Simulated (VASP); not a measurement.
# Si2P3 (Pm-3m) in VASP: single point with PBE

Aim: the single point of Si2P3 with PBE.

Program: VASP 6.6.1. These are calculated values, not measurements. Logs are shortened: lines on timing, memory, paths and dates and some standing lists are left out, and cuts for length are marked.

### Step 1. The cell of the first run

It takes space group Pm-3m (No. 221, cubic). The conventional cell has a = 4.492 Å, b = 4.492 Å, c = 4.492 Å, α = 90.00°, β = 90.00°, γ = 90.00°. Within 4.2 Å of Si (site symmetry m-3m) lie 12 P at 3.18 Å and 8 Si at 3.89 Å. Within 3.0 Å of Si (site symmetry m-3m) lie 6 P at 2.25 Å. Within 3.0 Å of P (site symmetry 4/mmm) lie 2 Si at 2.25 Å.

The cell was built from a structure type or drawn by symmetry, and may not be a known phase.

### Step 2. Single point, PBE

File INCAR:

```
SYSTEM = Si2P3
ALGO     = Normal         ! electronic algorithm
EDIFF    = 1E-6           ! SCF threshold, eV
ENCUT    = 500            ! plane-wave cutoff, eV
GGA      = PE             ! functional
GGA_COMPAT= .FALSE.      
ISIF     = 2              ! what is computed and relaxed
ISMEAR   = 0              ! smearing method
LASPH    = .TRUE.         ! aspherical terms in the spheres
LCHARG   = .TRUE.         ! write CHGCAR
LELF     = .TRUE.         ! ELF
LREAL    = .FALSE.        ! projectors in reciprocal space
LVHAR    = .TRUE.       
LWAVE    = .FALSE.        ! write WAVECAR
NBANDS   = 20             ! bands
NELM     = 120            ! most SCF steps
PREC     = Accurate       ! precision mode
SIGMA    = 0.2            ! smearing width, eV
```

File KPOINTS:

```
k-points
0
G
  4 4 4
  0 0 0
```

File POSCAR:

```
Si2P3
1.0
    4.4924345411      0.0000000000      0.0000000000
    0.0000000000      4.4924345411      0.0000000000
    0.0000000000      0.0000000000      4.4924345411
Si P
2 3
Direct
    0.0000000000      0.0000000000      0.0000000000
    0.5000000000      0.5000000000      0.5000000000
    0.0000000000      0.5000000000      0.5000000000
    0.5000000000      0.0000000000      0.5000000000
    0.5000000000      0.5000000000      0.0000000000
```

Potentials or basis: VASP PAW PBE potentials, release 64 (Si, P).

The run is started by

```console
$ cat potpaw_PBE.64/Si/POTCAR potpaw_PBE.64/P/POTCAR > POTCAR
$ mpirun -np 1 vasp_std > vasp.out
```

OUTCAR:

```text
SYSTEM = Si2P3
   EDIFF = 1E-6
   ENCUT = 500
   GGA = PE
   ISIF = 2
   ISMEAR = 0
   LASPH = .TRUE.
   LREAL = .FALSE.
   NELM = 120
   PREC = Accurate

 ion  position               nearest neighbor table
   1  0.000  0.000  0.000-
   2  0.500  0.500  0.500-   3 2.25   4 2.25   5 2.25   5 2.25   4 2.25   3 2.25
   3  0.000  0.500  0.500-   2 2.25   2 2.25
   4  0.500  0.000  0.500-   2 2.25   2 2.25
   5  0.500  0.500  0.000-   2 2.25   2 2.25

  LATTYP: Found a simple cubic cell.
 ALAT       =     4.4924345411

  Lattice vectors:

 A1 = (   4.4924345411,   0.0000000000,   0.0000000000)
 A2 = (   0.0000000000,   4.4924345411,   0.0000000000)
 A3 = (   0.0000000000,   0.0000000000,   4.4924345411)

Analysis of symmetry for initial positions (statically):
=====================================================================
 Subroutine PRICEL returns:
 Original cell was already a primitive cell.

 Routine SETGRP: Setting up the symmetry group for a
 simple cubic supercell.

 Subroutine GETGRP returns: Found 48 space group operations
 (whereof 48 operations were pure point group operations)
 out of a pool of 48 trial point group operations.

The static configuration has the point symmetry O_h .

Analysis of symmetry for dynamics (positions and initial velocities):
=====================================================================
 Subroutine PRICEL returns:
 Original cell was already a primitive cell.

 Routine SETGRP: Setting up the symmetry group for a
 simple cubic supercell.

 Subroutine GETGRP returns: Found 48 space group operations
 (whereof 48 operations were pure point group operations)
 out of a pool of 48 trial point group operations.

The dynamic configuration has the point symmetry O_h .

 Subroutine INISYM returns: Found 48 space group operations
 (whereof 48 operations are pure point group operations),
 and found     1 'primitive' translations

----------------------------------------------------------------------------------------

                                     Primitive cell

  volume of cell :      90.6662

  direct lattice vectors                    reciprocal lattice vectors
     4.492434541  0.000000000  0.000000000     0.222596454  0.000000000  0.000000000
     0.000000000  4.492434541  0.000000000     0.000000000  0.222596454  0.000000000
     0.000000000  0.000000000  4.492434541     0.000000000  0.000000000  0.222596454

  length of vectors
     4.492434541  4.492434541  4.492434541     0.222596454  0.222596454  0.222596454

  position of ions in fractional coordinates (direct lattice)
     0.000000000  0.000000000  0.000000000
     0.500000000  0.500000000  0.500000000
     0.000000000  0.500000000  0.500000000
     0.500000000  0.000000000  0.500000000
     0.500000000  0.500000000  0.000000000

  ion indices of the primitive-cell ions
   primitive index   ion index
                 1           1
                 2           2
                 3           3
                 4           4
                 5           5

----------------------------------------------------------------------------------------

 KPOINTS: k-points

Automatic generation of k-mesh.
 Grid dimensions read from file:
 generate k-points for:    4    4    4

 Generating k-lattice:

  Cartesian coordinates                     Fractional coordinates (reciprocal lattice)
     0.055649114  0.000000000  0.000000000     0.250000000  0.000000000  0.000000000
     0.000000000  0.055649114  0.000000000     0.000000000  0.250000000  0.000000000
     0.000000000  0.000000000  0.055649114     0.000000000  0.000000000  0.250000000

  Length of vectors
     0.055649114  0.055649114  0.055649114

  Shift w.r.t. Gamma in fractional coordinates (k-lattice)
     0.000000000  0.000000000  0.000000000

 Subroutine IBZKPT returns following result:
 ===========================================

 Found     10 irreducible k-points:

 Following reciprocal coordinates:
            Coordinates               Weight
  0.000000  0.000000  0.000000      1.000000
  0.250000  0.000000  0.000000      6.000000
  0.500000  0.000000  0.000000      3.000000
  0.250000  0.250000  0.000000     12.000000
  0.500000  0.250000  0.000000     12.000000
  0.500000  0.500000  0.000000      3.000000
  0.250000  0.250000  0.250000      8.000000
  0.500000  0.250000  0.250000     12.000000
  0.500000  0.500000  0.250000      6.000000
  0.500000  0.500000  0.500000      1.000000
   k-points           NKPTS =     10   k-points in BZ     NKDIM =     10   number of bands    NBANDS=     20
   number of dos      NEDOS =    301   number of ions     NIONS =      5
   total plane-waves  NPLWV =  46656
   dimension x,y,z NGX =    36 NGY =   36 NGZ =   36
   dimension x,y,z NGXF=    72 NGYF=   72 NGZF=   72
   ions per type =               2   3
   NGX,Y,Z   is equivalent  to a cutoff of  13.32, 13.32, 13.32 a.u.
   NGXF,Y,Z  is equivalent  to a cutoff of  26.64, 26.64, 26.64 a.u.
 SYSTEM =  Si2P3
   PREC   = accura    normal or accurate (medium, high low for compatibility)
   ISTART =      0    job   : 0-new  1-cont  2-samecut
   ICHARG =      2    charge: 1-file 2-atom 10-const
   ISPIN  =      1    spin polarized calculation?
   LNONCOLLINEAR =      F non collinear calculations
   LSORBIT =      F    spin-orbit coupling
   LASPH  =      T    aspherical Exc in radial PAW
   ENCUT  =  500.0 eV  36.75 Ry    6.06 a.u.   8.19  8.19  8.19*2*pi/ulx,y,z
   NELM   =    120;   NELMIN=  2; NELMDL= -5     # of ELM steps
   EDIFF  = 0.1E-05   stopping-criterion for ELM
   LREAL  =      F    real-space projection
   EDIFFG = 0.1E-04   stopping-criterion for IOM
   NSW    =      0    number of steps for IOM
   IBRION =     -1    ionic relax: 0-MD 1-quasi-New 2-CG
   NFREE  =      0    steps in history (QN), initial steepest desc. (CG)
   ISIF   =      2    stress and relaxation
   ISYM   =      2    0-nonsym 1-usesym 2-fastsym
   POTIM  = 0.5000    time-step for ionic-motion
   TEBEG  =    0.0;   TEEND  =   0.0 temperature during run
   PSTRESS=    0.0 pullay stress
   NELECT =      23.0000    total number of electrons
   NUPDOWN=      -1.0000    fix difference up-down
   EMIN   =  10.00;   EMAX   =-10.00  energy-range for DOS
   EFERMI =   0.00;   METHOD = LEGACY
   ISMEAR =     0;   SIGMA  =   0.20  broadening in eV -4-tet -1-fermi 0-gaus
   EFERMI_NEDOS =   21; number of points for ismear=-14 and -15
   IALGO  =     38    algorithm
   IMIX   =      4    mixing-type and parameters
     AMIX     =   0.40;   BMIX     =  1.00
     AMIX_MAG =   1.60;   BMIX_MAG =  1.00
  volume/ion in A,a.u.               =      18.13       122.37
  Fermi-wavevector in a.u.,A,eV,Ry     =   1.036340  1.958399 14.612671  1.074001
  Thomas-Fermi vector in A             =   2.170726
   LORBIT       =      0    0 simple, 1 ext, 2 COOP (PROOUT), +10 PAW based schemes
   GGA     = PE    functional components
   LHFCALC =     F    Hartree Fock is set to
   AEXX    =    0.0000 exact exchange contribution
   IVDW    =     0    specifies the selected vdW correction
   LEPSILON=     F    determine dielectric tensor
   LRPA    =     F    only Hartree local field effects (RPA)
 non-spin polarized calculation
 Gauss-broadening in eV      SIGMA  =   0.20
  energy-cutoff  :      500.00
  volume of cell :       90.67
 maximum number of plane-waves:      2325
 NGX is ok and might be reduce to    36
   NGX = 17   NGY = 17   NGZ = 17

 number of electron      22.9999999 magnetization

 Free energy of the ion-electron system (eV)
  ---------------------------------------------------
  ext. energy  EPLUGINS =         0.00000000
  ---------------------------------------------------
  free energy    TOTEN  =       -22.85729061 eV

  energy without entropy =      -22.80956282  energy(sigma->0) =      -22.83342671

 E-fermi :   6.7747     XC(G=0): -10.2305

 val. band max:        6.7641132574   @ k =   0.5000   0.0000   0.0000
 cond. band min:       6.8326835707   @ k =   0.5000   0.5000   0.0000
 fundamental gap:      0.0685703133
 Fermi energy:         6.7747480723

 k-point     1 :       0.0000    0.0000    0.0000
  band No.  band energies     occupation
      1      -7.6958      2.00000
      2      -2.1912      2.00000
      3      -2.1912      2.00000
      4       0.1156      2.00000
      5       0.2292      2.00000
      6       0.2292      2.00000
[... 12 lines left out ...]
     19      11.0749      0.00000
     20      11.0749      0.00000

 k-point     2 :       0.2500    0.0000    0.0000
  band No.  band energies     occupation
      1      -7.3622      2.00000
      2      -3.6209      2.00000
      3      -2.1183      2.00000
      4      -0.1251      2.00000
      5       0.4681      2.00000
      6       0.4681      2.00000
[... 12 lines left out ...]
     19      12.4346      0.00000
     20      12.4347      0.00000

 k-point     3 :       0.5000    0.0000    0.0000
  band No.  band energies     occupation
      1      -6.8267      2.00000
      2      -4.8310      2.00000
      3      -2.0413      2.00000
      4       0.5111      2.00000
      5       0.7825      2.00000
      6       0.7825      2.00000
[... 12 lines left out ...]
     19      10.9278      0.00000
     20      13.4949      0.00000

 k-point     4 :       0.2500    0.2500    0.0000
  band No.  band energies     occupation
      1      -7.0234      2.00000
      2      -3.6211      2.00000
      3      -3.1772      2.00000
      4      -0.6087      2.00000
      5       0.6986      2.00000
      6       1.1656      2.00000
[... 12 lines left out ...]
     19      12.5702      0.00000
     20      12.8203      0.00000

 k-point     5 :       0.5000    0.2500    0.0000
  band No.  band energies     occupation
      1      -6.4677      2.00000
      2      -4.6254      2.00000
      3      -3.1541      2.00000
      4      -0.2183      2.00000
      5       0.1962      2.00000
      6       0.9976      2.00000
[... 12 lines left out ...]
     19      13.0573      0.00000
     20      14.2048      0.00000

 k-point     6 :       0.5000    0.5000    0.0000
  band No.  band energies     occupation
      1      -5.8285      2.00000
      2      -4.3695      2.00000
      3      -4.3695      2.00000
      4      -0.9209      2.00000
      5       0.2502      2.00000
      6       1.2700      2.00000
[... 12 lines left out ...]
     19      11.9532      0.00000
     20      14.6645      0.00000

 k-point     7 :       0.2500    0.2500    0.2500
  band No.  band energies     occupation
      1      -6.6784      2.00000
      2      -3.4971      2.00000
      3      -3.4971      2.00000
      4      -1.8258      2.00000
      5       0.4880      2.00000
      6       2.7660      2.00000
[... 12 lines left out ...]
     19      12.3706      0.00000
     20      13.4884      0.00000

 k-point     8 :       0.5000    0.2500    0.2500
  band No.  band energies     occupation
      1      -6.0973      2.00000
      2      -4.4477      2.00000
      3      -3.3594      2.00000
      4      -1.6723      2.00000
      5      -0.2728      2.00000
      6       2.2458      2.00000
[... 12 lines left out ...]
     19      13.3174      0.00000
     20      14.0961      0.00000

 k-point     9 :       0.5000    0.5000    0.2500
  band No.  band energies     occupation
      1      -5.4015      2.00000
      2      -4.2360      2.00000
      3      -4.2360      2.00000
      4      -2.0755      2.00000
      5      -0.5403      2.00000
      6       2.3510      2.00000
[... 12 lines left out ...]
     19      11.3441      0.00000
     20      14.9125      0.00000

 k-point    10 :       0.5000    0.5000    0.5000
  band No.  band energies     occupation
      1      -4.1803      2.00000
      2      -4.0860      2.00000
      3      -4.0860      2.00000
      4      -4.0860      2.00000
      5       0.1905      2.00000
      6       1.4624      2.00000
[... 12 lines left out ...]
     19      10.6569      0.00000
     20      14.4464      0.00000

------------------------ aborting loop because EDIFF is reached ----------------------------------------

  FORCE on cell =-STRESS in cart. coord.  units (eV):
  Direction    XX          YY          ZZ          XY          YZ          ZX
  --------------------------------------------------------------------------------------
  -------------------------------------------------------------------------------------
  Total       -0.0796484     -0.0796484     -0.0796484     -0.0000000     -0.0000000     -0.0000000
  in kB       -1.4074805     -1.4074805     -1.4074805     -0.0000000     -0.0000000     -0.0000000
  external PRESSURE =      -1.4074805 kB  Pullay stress =       0.0000000 kB

 VOLUME and BASIS-vectors are now :
 -----------------------------------------------------------------------------
  energy-cutoff  :      500.00
  volume of cell :       90.67
      direct lattice vectors                 reciprocal lattice vectors
     4.492434541  0.000000000  0.000000000     0.222596454  0.000000000  0.000000000
     0.000000000  4.492434541  0.000000000     0.000000000  0.222596454  0.000000000
     0.000000000  0.000000000  4.492434541     0.000000000  0.000000000  0.222596454

 POSITION                                       TOTAL-FORCE (eV/Angst)
 -----------------------------------------------------------------------------------
      0.00000      0.00000      0.00000         0.000000      0.000000      0.000000
      2.24622      2.24622      2.24622         0.000000      0.000000      0.000000
      0.00000      2.24622      2.24622         0.000000      0.000000      0.000000
      2.24622      0.00000      2.24622         0.000000      0.000000      0.000000
      2.24622      2.24622      0.00000         0.000000      0.000000      0.000000
 -----------------------------------------------------------------------------------
    total drift:                               -0.000000      0.000000      0.000000

  FREE ENERGIE OF THE ION-ELECTRON SYSTEM (eV)
  ---------------------------------------------------
  free  energy   TOTEN  =       -22.8572906059 eV

  energy  without entropy=      -22.8095628185  energy(sigma->0) =      -22.83342671
```

It took 24 s on 1 thread of AMD EPYC 7R43 (Zen 3), shared host; peak memory 0.16 GiB.

Results:

| Quantity | Value |
| --- | --- |
| Free energy | -22.8573 eV |
| Pressure | -0.1 GPa |
| Band gap on the k mesh | zero (an odd number of electrons rules out a gap without spin polarisation) |

Levels at points of the mesh, in eV from the Fermi level:
| k point | band 7 | band 8 | band 9 | band 10 | band 11 | band 12 | band 13 | band 14 | band 15 | band 16 |
| --- | --- | --- | --- | --- | --- | --- | --- | --- | --- | --- |
| (0.00, 0.00, 0.00) | -6.55 | -0.92 | -0.92 | -0.92 | -0.82 | -0.07 | -0.07 | -0.07 | 3.39 | 3.39 |
| (0.50, 0.00, 0.00) | -5.15 | -2.80 | -2.80 | -1.48 | -0.01 | 0.13 | 0.13 | 0.16 | 2.49 | 2.49 |
| (0.50, 0.50, 0.00) | -2.34 | -2.34 | -2.04 | -1.98 | -1.98 | -0.44 | 0.06 | 1.96 | 1.96 | 2.17 |
| (0.50, 0.50, 0.50) | -5.31 | -5.31 | -0.34 | -0.34 | 2.33 | 2.33 | 2.33 | 3.12 | 3.12 | 3.12 |
